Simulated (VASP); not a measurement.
# AlN in VASP: further runs, part 2 of 2

VASP 6.6.1. Earlier steps stand in the parts before.

### Step 3. Relaxation of cell and atoms, PBEsol

Input file INCAR:

```
PREC = Accurate
ENCUT = 600
EDIFF = 1E-7
ISMEAR = 0
SIGMA = 0.1
LREAL = Auto
LASPH = True
NELM = 80
ALGO = Normal
ISIF = 3
LWAVE = False
LCHARG = False
GGA = PS
IBRION = 2
NSW = 90
EDIFFG = -0.04
ISYM = 0
```

Input file KPOINTS:

```
Automatic mesh
0
Gamma
  2 2 2
  0.5 0.5 0.5
```

Input file POSCAR:

```
AlN
1.0
    5.9940280000     -0.0239540000     -0.2524580000
   -0.0239540000      5.4649030000      0.1829620000
   -0.2524580000      0.1829620000      5.9951250000
Al N
9 9
Direct
    0.1269469370      0.7434638542      0.5460073612
    0.8802686348      0.2128622168      0.5815882963
    0.6221972242      0.6759772751      0.7012622555
    0.8151278012      0.3985412054      0.0751045364
    0.3241274730      0.3134242002      0.8364393919
    0.6566129847      0.8876538683      0.1464592398
    0.3359585072      0.5443794117      0.2255229900
    0.4326422762      0.1376958488      0.4599203770
    0.0708101622      0.9785338667      0.0490659467
    0.1380809077      0.0345011707      0.7381194751
    0.7111888492      0.1748071256      0.3071502797
    0.6538731983      0.1195813523      0.9021489817
    0.8978706073      0.5625938605      0.6510708877
    0.2924048820      0.8700039243      0.3019225328
    0.3765837125      0.4679616314      0.5556471553
    0.1331863628      0.3343823982      0.0918317176
    0.6412321077      0.0301550111      0.6913622777
    0.5323606648      0.5972971405      0.9940163460
```

Potentials or basis: VASP PAW PBE potentials, release 64 (Al, N).

Launch:

```sh
cat potpaw_PBE.64/Al/POTCAR potpaw_PBE.64/N/POTCAR > POTCAR
mpirun -np 1 vasp_std > vasp.out
```

Run time: 37 min. Hardware: 1 thread of Intel Xeon Platinum 8488C (Sapphire Rapids), shared host; peak memory 0.34 GiB.

It converged, with:

```yaml
Free_energy: -130.4704 eV
Relaxed_volume: 10.85 Å³/atom
Relaxed_cell: a = 5.676 Å, b = 5.477 Å, c = 6.318 Å, α = 90.71°, β = 95.38°, γ = 92.88°
Space_group_after_relaxing_to_0.05_Å: P1 (No. 1)
Energy_gained_by_relaxing: 128.8 meV/atom
Ionic_steps: 68
Pressure_after_relaxing: 0.0 GPa
Largest_force_after_relaxing: 0.027 eV/Å
Band_gap_on_the_k_mesh: 1.71 eV, indirect (least direct gap 1.87 eV)
```

Forces on the atoms (eV/Å):
```
Al   0.008 -0.009  0.001
Al   0.008 -0.002  0.002
Al  -0.008  0.002 -0.012
Al   0.012  0.017  0.017
Al   0.013 -0.004  0.022
Al   0.014  0.000 -0.002
Al  -0.017  0.006  0.010
Al  -0.017 -0.012 -0.013
Al  -0.006 -0.001 -0.009
N   -0.006  0.006  0.006
N    0.009  0.005  0.007
N    0.000  0.013 -0.015
N    0.006 -0.004 -0.018
N    0.015  0.006 -0.005
N    0.009 -0.004  0.009
N   -0.006 -0.022 -0.012
N   -0.009  0.006  0.019
N   -0.023 -0.002 -0.007
```

Step by step:
```
step  energy change (eV)  largest force (eV/Å)  pressure (GPa)  volume (Å³)
   1              0.0000                2.7189           -2.76       195.83
   3             -0.9448                2.8109            1.24       191.42
   5             -1.3361                1.2286            1.87       191.43
   7             -1.5578                0.7164           -1.00       194.97
   9             -1.6768                0.9651           -0.18       194.72
  11             -1.7562                0.5780            0.65       194.25
  13             -1.8102                0.4397           -0.31       195.28
  15             -1.8507                0.4453           -0.13       195.19
  17             -1.8687                0.3253            0.23       194.91
  19             -1.8781                0.2279           -0.01       195.18
  21             -1.8856                0.1454           -0.10       195.37
  23             -1.8912                0.1740            0.13       195.20
  25             -1.8977                0.2811           -0.09       195.40
  27             -1.9058                0.2394           -0.06       195.41
  29             -1.9171                0.2857            0.09       195.33
  31             -1.9185                0.3147            0.15       195.29
  33             -1.9393                0.4836           -0.20       195.69
  35             -1.9653                0.3174           -0.19       195.74
  37             -1.9952                1.1378            0.09       195.92
  39             -2.0122                0.6440           -0.05       195.87
  41             -2.0551                0.5663            0.21       195.91
  43             -2.1172                0.4940            0.00       196.18
  45             -2.1234                0.8349           -0.05       196.30
  47             -2.1817                0.3511           -0.09       196.50
  49             -2.2224                0.4441            0.04       196.33
  51             -2.2562                0.3114           -0.05       196.31
  53             -2.2807                0.3181            0.10       196.14
  55             -2.2929                0.2054           -0.10       196.26
  57             -2.3026                0.1748           -0.12       196.10
  59             -2.3088                0.1492            0.12       195.67
  61             -2.3129                0.1515           -0.12       195.70
  63             -2.3148                0.1051            0.00       195.48
  65             -2.3162                0.0748            0.07       195.33
  67             -2.3171                0.0481           -0.06       195.38
  68             -2.3177                0.0271           -0.02       195.28
```

Final structure:
```yaml
crystal:
  lattice:
    - [5.66714, -0.14379, -0.28796]
    - [-0.13834, 5.47502, -0.02979]
    - [-0.27384, -0.05073, 6.31220]
  atoms:
    - { symbol: Al, position: [0.15013, 0.72211, 0.56661] }
    - { symbol: Al, position: [0.86762, 0.21540, 0.55681] }
    - { symbol: Al, position: [0.64860, 0.67215, 0.71906] }
    - { symbol: Al, position: [0.80140, 0.37847, 0.04681] }
    - { symbol: Al, position: [0.29200, 0.31984, 0.83202] }
    - { symbol: Al, position: [0.60615, 0.93157, 0.12575] }
    - { symbol: Al, position: [0.40483, 0.50989, 0.24406] }
    - { symbol: Al, position: [0.41334, 0.12639, 0.47880] }
    - { symbol: Al, position: [0.07196, 0.97274, 0.14265] }
    - { symbol: N, position: [0.14512, 0.05594, 0.63077] }
    - { symbol: N, position: [0.65881, 0.25103, 0.29789] }
    - { symbol: N, position: [0.58889, 0.13454, 0.88767] }
    - { symbol: N, position: [0.92975, 0.52286, 0.68896] }
    - { symbol: N, position: [0.33442, 0.84539, 0.28711] }
    - { symbol: N, position: [0.39012, 0.48758, 0.56862] }
    - { symbol: N, position: [0.13605, 0.31363, 0.09890] }
    - { symbol: N, position: [0.63995, 0.01414, 0.68636] }
    - { symbol: N, position: [0.56234, 0.61012, 0.99581] }
```

Levels at points of the mesh, in eV from the valence-band top:
| k point | band 32 | band 33 | band 34 | band 35 | band 36 | band 37 | band 38 | band 39 | band 40 | band 41 |
| --- | --- | --- | --- | --- | --- | --- | --- | --- | --- | --- |
| (0.25, 0.25, 0.25) | -1.92 | -1.62 | -1.13 | -0.96 | 0.00 | 1.87 | 2.65 | 3.65 | 3.99 | 4.32 |

Caveat: the k points lie up to 0.57 Å⁻¹ apart in the final cell; the PAW data sets were made with another functional, which shifts forces and pressure a little.

### Step 4. Single point, PBEsol

This run uses another cell than the first one, of 10.86 Å³/atom, 0.998 times its volume.

Input file INCAR:

```
SYSTEM = AlN
  PREC = Accurate
  ENCUT = 520
  EDIFF = 1E-6
  ISMEAR = 0
  SIGMA = 0.1
  LREAL = Auto
  LASPH = .TRUE.
  NELM = 80
  ALGO = Normal
  ISIF = 2
  LWAVE = .FALSE.
  LCHARG = .TRUE.
  GGA = PS
  LELF = .TRUE.
  LVHAR = .TRUE.
  ISYM = 0
  NBANDS = 51
```

Input file KPOINTS:

```
regular mesh
0
G
  3 3 3
  0 0 0
```

Input file POSCAR:

```
AlN
1.0
    5.6730679262     -0.1440021084     -0.2925985426
   -0.1422953233      5.4740789043     -0.0289477622
   -0.2707131286     -0.0543817875      6.3117679408
Al N
9 9
Direct
    0.1497697951      0.7218284590      0.5668392675
    0.8678082890      0.2152259061      0.5572384519
    0.6483441210      0.6722461506      0.7193051174
    0.8017780451      0.3790070084      0.0475317343
    0.2934322089      0.3195011978      0.8326599939
    0.6066298839      0.9317357031      0.1254882422
    0.4040952498      0.5100193179      0.2442812557
    0.4130506409      0.1258915332      0.4785998140
    0.0720821497      0.9725926865      0.1412964995
    0.1452274700      0.0562437156      0.6304972650
    0.6589397630      0.2502301793      0.2983978188
    0.5893216843      0.1347566784      0.8875015858
    0.9286941372      0.5233415951      0.6885165974
    0.3338145128      0.8458244094      0.2862570016
    0.3899504589      0.4877880585      0.5686348409
    0.1365882531      0.3136032450      0.0984478431
    0.6399331953      0.0141792903      0.6867106079
    0.5620134346      0.6098002276      0.9964361115
```

Launch:

```sh
cat potpaw_PBE.64/Al/POTCAR potpaw_PBE.64/N/POTCAR > POTCAR
mpirun -np 1 vasp_std > vasp.out
```

Wall time 3 min (1 thread of Intel Xeon Platinum 8488C (Sapphire Rapids), shared host); peak memory 0.29 GiB.

It converged, with:

| Item | Value |
| --- | --- |
| Free energy | -130.4212 eV |
| Pressure | 0.0 GPa |
| Largest force | 0.071 eV/Å |
| Band gap on the k mesh | 1.68 eV, indirect (least direct gap 1.81 eV) |

Forces on the atoms (eV/Å):
```
Al   0.009  0.004 -0.002
Al  -0.013 -0.004  0.002
Al  -0.005  0.013 -0.008
Al   0.007 -0.009  0.002
Al  -0.006  0.010  0.007
Al  -0.015  0.002  0.012
Al  -0.015  0.003  0.013
Al   0.018  0.003 -0.010
Al  -0.008 -0.001  0.005
N   -0.005 -0.001 -0.010
N    0.014 -0.006  0.000
N   -0.017  0.037  0.058
N    0.005 -0.010  0.005
N    0.012 -0.015  0.006
N    0.006  0.007 -0.017
N   -0.008  0.010 -0.004
N    0.018 -0.041 -0.055
N    0.003 -0.002 -0.005
```

Levels at points of the mesh, in eV from the valence-band top:
```
           k point  band 34  band 35  band 36  band 37  band 38  band 39
(0.00, 0.00, 0.00)    -1.18    -0.85    -0.59     1.93     2.44     3.45
```

Caveat: the PAW data sets were made with another functional, which shifts forces and pressure a little.

### Step 5. Overview

| task | cell | k mesh | cutoff (eV) | smearing | gap on the mesh (eV) | pressure (GPa) | largest force (eV/Å) |
| --- | --- | --- | --- | --- | --- | --- | --- |
| single point | a = 5.999, b = 5.468, c = 6.003 Å, angles 86.3, 94.8, 90.6°, 18 atoms | 3 × 4 × 3 | 520 | fermi-dirac 0.3275 eV | none | 11.0 | 7.48 |
| relaxation of cell and atoms | relaxed from a = 5.999, b = 5.468, c = 6.003 Å, angles 86.3, 94.8, 90.6°, 18 atoms | 2 × 2 × 2, shifted | 600 | gaussian 0.1 eV | 1.71 | 0.0 | 0.03 |
| single point | a = 5.682, b = 5.476, c = 6.318 Å, angles 90.7, 95.4, 92.9°, 18 atoms | 3 × 3 × 3 | 520 | gaussian 0.1 eV | 1.68 | 0.0 | 0.07 |

Alike in all rows: level PBEsol; potentials or basis VASP PAW PBE potentials, release 64 (Al, N); no spin polarisation.

Caveats: some runs use coarse meshes; the PAW data sets were made with another functional, which shifts forces and pressure a little.

Total energies depend on the potentials used, so only differences within one code and one set of settings carry meaning.
